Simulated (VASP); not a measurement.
# BP (I-4m2) in VASP: a series of runs, part 2 of 2

VASP 6.6.1. Earlier steps stand in the parts before.

**3. Single point, HSE06 (epitaxial xy strain -3.0%)**

Input file POSCAR:

```
BP
1.0
    0.0000000000      2.2002661989      2.2961117116
    2.2002661989      0.0000000000      2.2961117116
    2.2002661989      2.2002661989      0.0000000000
B P
1 1
Direct
    0.0000000000      0.0000000000      0.0000000000
    0.2500000000      0.2500000000      0.2500000000
```

Input file INCAR.step1:

```
SYSTEM = BP
  ALGO = Normal
  EDIFF = 1E-5
  ENCUT = 520
  GGA = PE
  ISIF = 2
  ISMEAR = 0
  LASPH = .TRUE.
  LREAL = .FALSE.
  LWAVE = .TRUE.
  NBANDS = 11
  NELM = 60
  PREC = Accurate
  SIGMA = 0.01
```

Input file INCAR.step2:

```
SYSTEM = BP
  ALGO = Normal
  EDIFF = 1E-7
  ENCUT = 520
  GGA = PE
  HFSCREEN = 0.2079
  ISIF = 2
  ISMEAR = 0
  ISTART = 1
  LASPH = .TRUE.
  LCHARG = .TRUE.
  LELF = .TRUE.
  LHFCALC = .TRUE.
  LREAL = .FALSE.
  LVHAR = .TRUE.
  LWAVE = .FALSE.
  NBANDS = 11
  NELM = 60
  PREC = Accurate
  PRECFOCK = Normal
  SIGMA = 0.01
```

Input file KPOINTS:

```
k-points
0
G
  6 6 6
  0 0 0
```

Potentials or basis: VASP PAW PBE potentials, release 64 (B, P).

Command:

```
> cat potpaw_PBE.64/B/POTCAR potpaw_PBE.64/P/POTCAR > POTCAR
> cp INCAR.step1 INCAR
> mpirun -np 1 vasp_std > vasp.out
> cp INCAR.step2 INCAR
> mpirun -np 1 vasp_std > vasp.out
```

OUTCAR:

```text
SYSTEM = BP
   EDIFF = 1E-7
   ENCUT = 520
   GGA = PE
   HFSCREEN = 0.2079
   ISIF = 2
   ISMEAR = 0
   ISTART = 1
   LASPH = .TRUE.
   LHFCALC = .TRUE.
   LREAL = .FALSE.
   NELM = 60
   PREC = Accurate
   PRECFOCK = Normal

 ion  position               nearest neighbor table
   1  0.000  0.000  0.000-   2 1.93   2 1.93   2 1.93   2 1.93
   2  0.250  0.250  0.250-   1 1.93   1 1.93   1 1.93   1 1.93

  LATTYP: Found a body centered tetragonal cell.
 ALAT       =     3.1116462993
 C/A-ratio  =     1.4758179373

  Lattice vectors:

 A1 = (  -2.2002661989,   0.0000000000,   2.2961117116)
 A2 = (   2.2002661989,   0.0000000000,   2.2961117116)
 A3 = (   0.0000000000,   2.2002661989,  -2.2961117116)

Analysis of symmetry for initial positions (statically):
=====================================================================
 Subroutine PRICEL returns:
 Original cell was already a primitive cell.

 Routine SETGRP: Setting up the symmetry group for a
 body centered tetragonal supercell.

 Subroutine GETGRP returns: Found  8 space group operations
 (whereof  8 operations were pure point group operations)
 out of a pool of 16 trial point group operations.

The static configuration has the point symmetry D_2d.

Analysis of symmetry for dynamics (positions and initial velocities):
=====================================================================
 Subroutine PRICEL returns:
 Original cell was already a primitive cell.

 Routine SETGRP: Setting up the symmetry group for a
 body centered tetragonal supercell.

 Subroutine GETGRP returns: Found  8 space group operations
 (whereof  8 operations were pure point group operations)
 out of a pool of 16 trial point group operations.

The dynamic configuration has the point symmetry D_2d.

 Subroutine INISYM returns: Found  8 space group operations
 (whereof  8 operations are pure point group operations),
 and found     1 'primitive' translations

----------------------------------------------------------------------------------------

                                     Primitive cell

  volume of cell :      22.2317

  direct lattice vectors                    reciprocal lattice vectors
     0.000000000  2.200266199  2.296111712    -0.227245231  0.227245231  0.217759440
     2.200266199  0.000000000  2.296111712     0.227245231 -0.227245231  0.217759440
     2.200266199  2.200266199  0.000000000     0.227245231  0.227245231 -0.217759440

  length of vectors
     3.180141559  3.180141559  3.111646299     0.388200932  0.388200932  0.388200932

  position of ions in fractional coordinates (direct lattice)
     0.000000000  0.000000000  0.000000000
     0.250000000  0.250000000  0.250000000

  ion indices of the primitive-cell ions
   primitive index   ion index
                 1           1
                 2           2

----------------------------------------------------------------------------------------

 KPOINTS: k-points

Automatic generation of k-mesh.
 Grid dimensions read from file:
 generate k-points for:    6    6    6

[... 47 lines left out ...]
   total plane-waves  NPLWV =  13824
   dimension x,y,z NGX =    24 NGY =   24 NGZ =   24
   dimension x,y,z NGXF=    48 NGYF=   48 NGZF=   48
   ions per type =               1   1
   NGX,Y,Z   is equivalent  to a cutoff of  12.55, 12.55, 12.82 a.u.
   NGXF,Y,Z  is equivalent  to a cutoff of  25.09, 25.09, 25.64 a.u.
 SYSTEM =  BP
   PREC   = accura    normal or accurate (medium, high low for compatibility)
   ISTART =      1    job   : 0-new  1-cont  2-samecut
   ICHARG =      0    charge: 1-file 2-atom 10-const
   ISPIN  =      1    spin polarized calculation?
   LNONCOLLINEAR =      F non collinear calculations
   LSORBIT =      F    spin-orbit coupling
   LASPH  =      T    aspherical Exc in radial PAW
   ENCUT  =  520.0 eV  38.22 Ry    6.18 a.u.   5.91  5.91  5.79*2*pi/ulx,y,z
   NELM   =     60;   NELMIN=  2; NELMDL=  0     # of ELM steps
   EDIFF  = 0.1E-06   stopping-criterion for ELM
   LREAL  =      F    real-space projection
   EDIFFG = 0.1E-05   stopping-criterion for IOM
   NSW    =      0    number of steps for IOM
   IBRION =     -1    ionic relax: 0-MD 1-quasi-New 2-CG
   NFREE  =      0    steps in history (QN), initial steepest desc. (CG)
   ISIF   =      2    stress and relaxation
   ISYM   =      3    0-nonsym 1-usesym 2-fastsym
   POTIM  = 0.5000    time-step for ionic-motion
   TEBEG  =    0.0;   TEEND  =   0.0 temperature during run
   PSTRESS=    0.0 pullay stress
   NELECT =       8.0000    total number of electrons
   NUPDOWN=      -1.0000    fix difference up-down
   EMIN   =  10.00;   EMAX   =-10.00  energy-range for DOS
   EFERMI =   0.00;   METHOD = LEGACY
   ISMEAR =     0;   SIGMA  =   0.01  broadening in eV -4-tet -1-fermi 0-gaus
   EFERMI_NEDOS =   21; number of points for ismear=-14 and -15
   IALGO  =     38    algorithm
   IMIX   =      1    mixing-type and parameters
     AMIX     =   0.40;   BMIX     =  1.00
     AMIX_MAG =   1.60;   BMIX_MAG =  1.00
  volume/ion in A,a.u.               =      11.12        75.01
  Fermi-wavevector in a.u.,A,eV,Ry     =   1.164431  2.200455 18.448126  1.355899
  Thomas-Fermi vector in A             =   2.300969
   LORBIT       =      0    0 simple, 1 ext, 2 COOP (PROOUT), +10 PAW based schemes
   GGA     = PE    functional components
   LHFCALC =     T    Hartree Fock is set to
   PRECFOCK=normal    Normal, Fast or Accurate (Low or Medium for compatibility)
   ENCUT4O =  -1.0   cutoff for four orbital integrals eV
   NKREDX  =     1    reduce k-point grid by
   NKREDY  =     1    reduce k-point grid by
   NKREDZ  =     1    reduce k-point grid by
   AEXX    =    0.2500 exact exchange contribution
   HFSCREEN=    0.2079 screening length (either q_TF or 0.3 A-1)
   HFSCREENC=   0.2079 screening length for correlation (either q_TF or 0.3 A-1)
   ENCUTFOCK=  -1.0 apply spherical cutoff to Coloumb kernel
   IVDW    =     0    specifies the selected vdW correction
   LEPSILON=     F    determine dielectric tensor
   LRPA    =     F    only Hartree local field effects (RPA)
 non-spin polarized calculation
 Gauss-broadening in eV      SIGMA  =   0.01
  energy-cutoff  :      520.00
  volume of cell :       22.23
 maximum number of plane-waves:       608
  NGX = 18; NGY = 18; NGZ = 18

 number of electron       8.0000001 magnetization

 Free energy of the ion-electron system (eV)
  ---------------------------------------------------
  ext. energy  EPLUGINS =         0.00000000
  ---------------------------------------------------
  free energy    TOTEN  =       -14.78094829 eV

  energy without entropy =      -14.78094829  energy(sigma->0) =      -14.78094829

 E-fermi :   7.8324     XC(G=0):  -9.1737

 val. band max:        7.7672323761   @ k =   0.0000   0.0000   0.0000
 cond. band min:       9.4104568568   @ k =   0.5000   0.0000   0.5000
 fundamental gap:      1.6432244806
 Fermi energy:         7.8324417252

 k-point     1 :       0.0000    0.0000    0.0000
  band No.  band energies     occupation
      1      -9.9698      2.00000
      2       7.2909      2.00000
      3       7.7672      2.00000
      4       7.7672      2.00000
      5      11.9584      0.00000
      6      11.9584      0.00000
      7      12.1934      0.00000
      8      17.0653      0.00000
      9      20.5137      0.00000
     10      20.6179      0.00000
     11      21.8448      0.00000
[... 309 lines left out ...]
 k-point    24 :       0.5000    0.0000    0.3333
  band No.  band energies     occupation
      1      -5.1028      2.00000
      2      -0.8976      2.00000
      3       1.6715      2.00000
      4       3.2263      2.00000
      5      10.0726      0.00000
      6      12.5009      0.00000
      7      18.8645      0.00000
      8      20.2182      0.00000
      9      23.3535      0.00000
     10      24.9400      0.00000
     11      27.6804      0.00000

 [... further k-points ...]

------------------------ aborting loop because EDIFF is reached ----------------------------------------

  FORCE on cell =-STRESS in cart. coord.  units (eV):
  Direction    XX          YY          ZZ          XY          YZ          ZX
  --------------------------------------------------------------------------------------
  -------------------------------------------------------------------------------------
  Total        1.5945141      1.5945141     -0.2642654      0.0000000      0.0000000      0.0000000
  in kB      114.9120263    114.9120263    -19.0448472      0.0000000      0.0000000      0.0000000
  external PRESSURE =      70.2597351 kB  Pullay stress =       0.0000000 kB

 VOLUME and BASIS-vectors are now :
 -----------------------------------------------------------------------------
  energy-cutoff  :      520.00
  volume of cell :       22.23
      direct lattice vectors                 reciprocal lattice vectors
     0.000000000  2.200266199  2.296111712    -0.227245231  0.227245231  0.217759440
     2.200266199  0.000000000  2.296111712     0.227245231 -0.227245231  0.217759440
     2.200266199  2.200266199  0.000000000     0.227245231  0.227245231 -0.217759440

 POSITION                                       TOTAL-FORCE (eV/Angst)
 -----------------------------------------------------------------------------------
      0.00000      0.00000      0.00000         0.000000      0.000000      0.000000
      1.10013      1.10013      1.14806        -0.000000     -0.000000      0.000000
 -----------------------------------------------------------------------------------
    total drift:                               -0.000000     -0.000000     -0.000000

  FREE ENERGIE OF THE ION-ELECTRON SYSTEM (eV)
  ---------------------------------------------------
  free  energy   TOTEN  =       -14.7809482936 eV

  energy  without entropy=      -14.7809482936  energy(sigma->0) =      -14.78094829
```

Wall time 15 min (1 thread of Intel Xeon Platinum 8259CL at 2.50GHz (Skylake/Cascade Lake), shared host); peak memory 0.24 GiB.

What came out:

- Free energy: -14.7809 eV
- Pressure: 7.0 GPa
- Band gap on the k mesh: 1.64 eV (least direct gap 4.19 eV)

Levels at points of the mesh, in eV from the valence-band top:
| k point | band 1 | band 2 | band 3 | band 4 | band 5 | band 6 | band 7 | band 8 |
| --- | --- | --- | --- | --- | --- | --- | --- | --- |
| (0.00, 0.00, 0.00) | -17.74 | -0.48 | 0.00 | 0.00 | 4.19 | 4.19 | 4.43 | 9.30 |
| (0.50, 0.00, 0.00) | -13.86 | -10.55 | -2.47 | -1.84 | 4.54 | 5.71 | 5.85 | 11.40 |
| (0.50, 0.50, 0.00) | -12.38 | -10.29 | -4.55 | -4.55 | 2.13 | 2.64 | 14.19 | 14.19 |
| (0.50, 0.00, 0.50) | -11.89 | -9.87 | -5.09 | -4.98 | 1.64 | 1.99 | 13.54 | 14.61 |

Caveat: the cell differs from its parent crystal (epitaxial xy strain -3.0%); the stress differs along the axes, from -2 to 11 GPa; the PAW data sets were made with another functional, which shifts forces and pressure a little.

**4. Single point, HSE06 (epitaxial xy strain -2.0%)**

Input file POSCAR:

```
BP
1.0
    0.0000000000      2.2229493555      2.2868380549
    2.2229493555      0.0000000000      2.2868380549
    2.2229493555      2.2229493555      0.0000000000
B P
1 1
Direct
    0.0000000000      0.0000000000      0.0000000000
    0.2500000000      0.2500000000      0.2500000000
```

Input file INCAR.step1:

```
SYSTEM = BP
PREC = Accurate
ENCUT = 520
EDIFF = 1E-5
ISMEAR = 0
SIGMA = 0.01
LREAL = .False.
LASPH = .True.
NELM = 80
ALGO = Normal
ISIF = 2
LWAVE = .True.
LCHARG = .False.
NBANDS = 11
GGA = PE
```

Input file INCAR.step2:

```
SYSTEM = BP
PREC = Accurate
ENCUT = 520
EDIFF = 1E-6
ISMEAR = 0
SIGMA = 0.01
LREAL = .False.
LASPH = .True.
NELM = 80
ALGO = Normal
ISIF = 2
LWAVE = .False.
LCHARG = .False.
GGA = PE
LHFCALC = .True.
HFSCREEN = 0.2079
PRECFOCK = Normal
NBANDS = 11
ISTART = 1
```

Input file KPOINTS:

```
regular mesh
0
Gamma
  6 6 6
  0 0 0
```

Potentials or basis: VASP PAW PBE potentials, release 64 (B, P).

Command:

```
> cat potpaw_PBE.64/B/POTCAR potpaw_PBE.64/P/POTCAR > POTCAR
> cp INCAR.step1 INCAR
> mpirun -np 1 vasp_std > vasp.out
> cp INCAR.step2 INCAR
> mpirun -np 1 vasp_std > vasp.out
```

OUTCAR:

```text
SYSTEM = BP
   PREC = Accurate
   ENCUT = 520
   EDIFF = 1E-6
   ISMEAR = 0
   LREAL = .False.
   LASPH = .True.
   NELM = 80
   ISIF = 2
   GGA = PE
   LHFCALC = .True.
   HFSCREEN = 0.2079
   PRECFOCK = Normal
   ISTART = 1

 ion  position               nearest neighbor table
   1  0.000  0.000  0.000-   2 1.94   2 1.94   2 1.94   2 1.94
   2  0.250  0.250  0.250-   1 1.94   1 1.94   1 1.94   1 1.94

  LATTYP: Found a body centered tetragonal cell.
 ALAT       =     3.1437251270
 C/A-ratio  =     1.4548587822

  Lattice vectors:

 A1 = (  -2.2229493555,   0.0000000000,   2.2868380549)
 A2 = (   2.2229493555,   0.0000000000,   2.2868380549)
 A3 = (   0.0000000000,   2.2229493555,  -2.2868380549)

Analysis of symmetry for initial positions (statically):
=====================================================================
 Subroutine PRICEL returns:
 Original cell was already a primitive cell.

 Routine SETGRP: Setting up the symmetry group for a
 body centered tetragonal supercell.

 Subroutine GETGRP returns: Found  8 space group operations
 (whereof  8 operations were pure point group operations)
 out of a pool of 16 trial point group operations.

The static configuration has the point symmetry D_2d.

Analysis of symmetry for dynamics (positions and initial velocities):
=====================================================================
 Subroutine PRICEL returns:
 Original cell was already a primitive cell.

 Routine SETGRP: Setting up the symmetry group for a
 body centered tetragonal supercell.

 Subroutine GETGRP returns: Found  8 space group operations
 (whereof  8 operations were pure point group operations)
 out of a pool of 16 trial point group operations.

The dynamic configuration has the point symmetry D_2d.

 Subroutine INISYM returns: Found  8 space group operations
 (whereof  8 operations are pure point group operations),
 and found     1 'primitive' translations

----------------------------------------------------------------------------------------
[... 129 lines left out ...]
   IVDW    =     0    specifies the selected vdW correction
   LEPSILON=     F    determine dielectric tensor
   LRPA    =     F    only Hartree local field effects (RPA)
 non-spin polarized calculation
 Gauss-broadening in eV      SIGMA  =   0.01
  energy-cutoff  :      520.00
  volume of cell :       22.60
 maximum number of plane-waves:       624
  NGX = 18; NGY = 18; NGZ = 18

 number of electron       8.0000001 magnetization

 Free energy of the ion-electron system (eV)
  ---------------------------------------------------
  ext. energy  EPLUGINS =         0.00000000
  ---------------------------------------------------
  free energy    TOTEN  =       -14.80825775 eV

  energy without entropy =      -14.80825775  energy(sigma->0) =      -14.80825775

 E-fermi :   7.5544     XC(G=0):  -9.1179

 val. band max:        7.5085143532   @ k =   0.0000   0.0000   0.0000
 cond. band min:       9.2935610380   @ k =   0.5000   0.0000   0.5000
 fundamental gap:      1.7850466849
 Fermi energy:         7.5544143115

 k-point     1 :       0.0000    0.0000    0.0000
  band No.  band energies     occupation
      1     -10.0092      2.00000
      2       7.2000      2.00000
      3       7.5085      2.00000
      4       7.5085      2.00000
      5      11.7473      0.00000
      6      11.7473      0.00000
      7      11.9059      0.00000
      8      16.6157      0.00000
      9      20.2473      0.00000
     10      20.5348      0.00000
     11      21.3710      0.00000
[... 309 lines left out ...]
 k-point    24 :       0.5000   -0.0000    0.3333
  band No.  band energies     occupation
      1      -5.2537      2.00000
      2      -1.0673      2.00000
      3       1.5631      2.00000
      4       3.1345      2.00000
      5       9.9455      0.00000
      6      12.3595      0.00000
      7      18.7711      0.00000
      8      19.6824      0.00000
      9      23.1067      0.00000
     10      24.4559      0.00000
     11      27.3146      0.00000

 [... further k-points ...]

------------------------ aborting loop because EDIFF is reached ----------------------------------------

  FORCE on cell =-STRESS in cart. coord.  units (eV):
  Direction    XX          YY          ZZ          XY          YZ          ZX
  --------------------------------------------------------------------------------------
  -------------------------------------------------------------------------------------
  Total        0.9474722      0.9474722     -0.2686972      0.0000000      0.0000000      0.0000000
  in kB       67.1664678     67.1664678    -19.0479917      0.0000000      0.0000000      0.0000000
  external PRESSURE =      38.4283146 kB  Pullay stress =       0.0000000 kB

 VOLUME and BASIS-vectors are now :
 -----------------------------------------------------------------------------
  energy-cutoff  :      520.00
  volume of cell :       22.60
      direct lattice vectors                 reciprocal lattice vectors
     0.000000000  2.222949355  2.286838055    -0.224926402  0.224926402  0.218642505
     2.222949355  0.000000000  2.286838055     0.224926402 -0.224926402  0.218642505
     2.222949355  2.222949355  0.000000000     0.224926402  0.224926402 -0.218642505

 POSITION                                       TOTAL-FORCE (eV/Angst)
 -----------------------------------------------------------------------------------
      0.00000      0.00000      0.00000         0.000000      0.000000      0.000000
      1.11147      1.11147      1.14342        -0.000000     -0.000000     -0.000000
 -----------------------------------------------------------------------------------
    total drift:                                0.000000      0.000000      0.000001

  FREE ENERGIE OF THE ION-ELECTRON SYSTEM (eV)
  ---------------------------------------------------
  free  energy   TOTEN  =       -14.8082577512 eV

  energy  without entropy=      -14.8082577512  energy(sigma->0) =      -14.80825775
```

Run time: 11 min. Hardware: 1 thread of Intel Xeon Platinum 8259CL at 2.50GHz (Skylake/Cascade Lake), shared host; peak memory 0.24 GiB.

Results:

| Property | Result |
| --- | --- |
| Free energy | -14.8083 eV |
| Pressure | 3.8 GPa |
| Band gap on the k mesh | 1.79 eV (least direct gap 4.24 eV) |

Levels at points of the mesh, in eV from the valence-band top:
```
           k point  band 1  band 2  band 3  band 4  band 5  band 6  band 7  band 8  band 9
(0.00, 0.00, 0.00)  -17.52   -0.31    0.00    0.00    4.24    4.24    4.40    9.11   12.74
(0.50, 0.00, 0.00)  -13.71  -10.36   -2.29   -1.87    4.69    5.64    5.81   11.39   16.14
(0.50, 0.50, 0.00)  -12.14  -10.05   -4.54   -4.54    2.11    2.56   14.07   14.07   17.06
(0.50, 0.00, 0.50)  -11.83   -9.77   -4.89   -4.83    1.79    2.14   13.67   14.36   17.22
```

Caveat: the cell differs from its parent crystal (epitaxial xy strain -2.0%); the stress differs along the axes, from -2 to 7 GPa; the PAW data sets were made with another functional, which shifts forces and pressure a little. A k mesh can miss the band edges.

**5. The runs side by side**

```csv
cell,gap on the mesh (eV),pressure (GPa)
"a = 3.171, b = 3.171, c = 3.080 Å, angles 61.0, 61.0, 58.1°, 2 atoms",1.50,10.4
"a = 3.180, b = 3.180, c = 3.112 Å, angles 60.7, 60.7, 58.6°, 2 atoms",1.64,7.0
"a = 3.189, b = 3.189, c = 3.144 Å, angles 60.5, 60.5, 59.1°, 2 atoms",1.79,3.8
```

Alike in all rows: task single point; level HSE06; potentials or basis VASP PAW PBE potentials, release 64 (B, P); no spin polarisation; k mesh 6 × 6 × 6; cutoff (eV) 520; smearing gaussian 0.01 eV.

Caveats: the PAW data sets were made with another functional, which shifts forces and pressure a little; the stress differs along the axes, from -2 to 17 GPa (at least some runs); the stress differs along the axes, from -2 to 11 GPa (at least some runs); the stress differs along the axes, from -2 to 7 GPa (at least some runs).

Absolute energies hang on the potentials; compare differences alone.
